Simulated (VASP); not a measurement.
Tl2BiN3:

```
Tl Bi N
1.0
    -1.92573    5.71080    2.70947
     1.92573   -5.71080    2.70947
     1.92573    5.71080   -2.70947
Tl Bi N
2 1 3
Direct
  0.42683 0.26013 0.16670
  0.09344 0.26013 0.83330
  0.72944 0.22944 0.50000
  0.33632 0.00414 0.33218
  0.67196 0.00414 0.66782
  0.00101 0.00101 0.00000
```

```yaml
Program: VASP 6.6.1
Task: relaxation of cell and atoms
Functional: PBEsol
Potentials_or_basis: VASP PAW PBE potentials, release 64 (Tl_d, Bi_d, N)
Cutoff: 600 eV
k_mesh: 6 × 6 × 6
Occupations: fermi-dirac, width 0.03 eV
Spin: no spin polarisation
```

At the start: pressure -5.5 GPa; volume 19.86 Å³/atom.

Question: How do energy, volume and symmetry change on relaxing?

Answer: Over 14 steps the energy falls by 44.1 meV/atom and the volume is 18.44 Å³/atom (-7.2 %); space group Imm2 (No. 44, to 0.1 Å) before and after.

The path:
```
step  energy change (eV)  largest force (eV/Å)  pressure (GPa)  volume (Å³)
   1              0.0000                1.3092           -5.53       119.19
   2             -0.2089                0.5306            2.95       107.75
   3             -0.2236                0.7301            0.94       109.88
   4             -0.2537                0.2446            0.28       110.48
   5             -0.2547                0.2772            0.15       110.62
   6             -0.2593                0.1431           -0.19       110.95
   7             -0.2602                0.0982           -0.42       111.19
   8             -0.2630                0.0599            0.09       110.56
   9             -0.2632                0.0638            0.24       110.38
  10             -0.2642                0.0347            0.01       110.64
  11             -0.2642                0.0352            0.01       110.65
  12             -0.2644                0.0162           -0.03       110.70
  13             -0.2644                0.0152           -0.05       110.72
  14             -0.2644                0.0074            0.04       110.62
```

Final structure:
```xyz
6
Lattice="-1.8754 5.6467 2.6115 1.8754 -5.6467 2.6115 1.8754 5.6467 -2.6115" Properties=species:S:1:pos:R:3 pbc="T T T"
Tl    0.0000    1.9067    1.3158
Tl    1.8754    3.7400   -1.2956
Bi    0.0000    5.6467    1.3053
N     1.8754   -1.9078    2.6036
N     1.8754    1.9078    2.6036
N     0.0000    0.0000    0.0430
```

Caveat: the PAW data sets were made with another functional, which shifts forces and pressure a little.
